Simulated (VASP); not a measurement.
# Cr: single point with r2SCAN

Cr:

```
CELL_PARAMETERS angstrom
0.00000 2.84200 2.84200
2.84200 0.00000 2.84200
2.84200 2.84200 0.00000
ATOMIC_POSITIONS crystal
Cr 0.12500 0.12500 0.12500
Cr 0.87500 0.87500 0.87500
```

This isn't the form of Cr at room conditions, which is bcc.

```json
{
  "Program": "VASP 6.6.1",
  "Task": "single point",
  "Functional": "r2SCAN",
  "Potentials or basis": "VASP PAW PBE potentials, release 64 (Cr_pv)",
  "Cutoff": "520 eV",
  "k mesh": "11 × 11 × 11",
  "Occupations": "fermi-dirac, width 0.05 eV",
  "Spin": "collinear spin, antiferromagnetic start",
  "Starting moments": "[1.5, -1.5] μB"
}
```

| Quantity | Value |
| --- | --- |
| Pressure | 0.1 GPa |
| Band gap on the k mesh | zero (filled and empty bands overlap) |
| Net moment | 0.00 μB per cell |
| Site moments | Cr +3.65, -3.65 μB |
| Valence electrons inside the program's atomic spheres | Cr 10.92 |

Levels at points of the mesh, in eV from the Fermi level:
Spin up:
```csv
k point,band 10,band 11,band 12,band 13,band 14,band 15
"(0.00, 0.00, 0.00)",-1.05,-0.94,-0.94,2.77,2.77,2.78
```
Spin down:
```
           k point  band 8  band 9  band 10  band 11  band 12  band 13  band 14  band 15  band 16  band 17
(0.00, 0.00, 0.00)   -1.05   -1.05    -1.05    -0.94    -0.94     2.77     2.77     2.78     2.85     4.46
```

Run time: 5.1 min on 1 thread of AMD EPYC 9R45 96-Core Processor (Zen 5) (shared host), peak memory 0.22 GiB.

Caveat: the antiferromagnetic order is the one typed at the start, and another may lie lower; the PAW data sets were made with another functional, which shifts forces and pressure a little.
